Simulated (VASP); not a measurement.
Here is a VASP 6.6.1 calculation.

Contents of INCAR:

```
SYSTEM = Ir
  PREC = Accurate
  ENCUT = 520
  EDIFF = 1E-6
  ISMEAR = -1
  SIGMA = 0.05
  LREAL = .False.
  LASPH = .True.
  NELM = 100
  ALGO = Normal
  ISIF = 2
  LWAVE = .False.
  LCHARG = .False.
  GGA = PE
  NBANDS = 16
```

File KPOINTS:

```
Automatic mesh
0
Gamma
  11 11 6
  0 0 0
```

Contents of POSCAR:

```
Ir
1.0
    2.8053401807      0.0000000000      0.0000000000
   -1.4026700903      2.4294958627      0.0000000000
    0.0000000000      0.0000000000      4.5498081014
Ir
2
Direct
    0.3333333333      0.6666666667      0.2500000000
    0.6666666667      0.3333333333      0.7500000000
```

Potentials or basis: VASP PAW PBE potentials, release 64 (Ir).

Run with:

```sh
$ cat potpaw_PBE.64/Ir/POTCAR > POTCAR
$ mpirun -np 1 vasp_std > vasp.out
```

(1) Predict the pressure.

(2) Predict the band gap on the k mesh.

Results:

(1) -17.9 GPa.

(2) zero (band 9 reaches 9.79 eV, above the bottom of band 10 at 7.02 eV).

Caveat: spin-orbit coupling is left out, which moves the levels of the heavy elements.
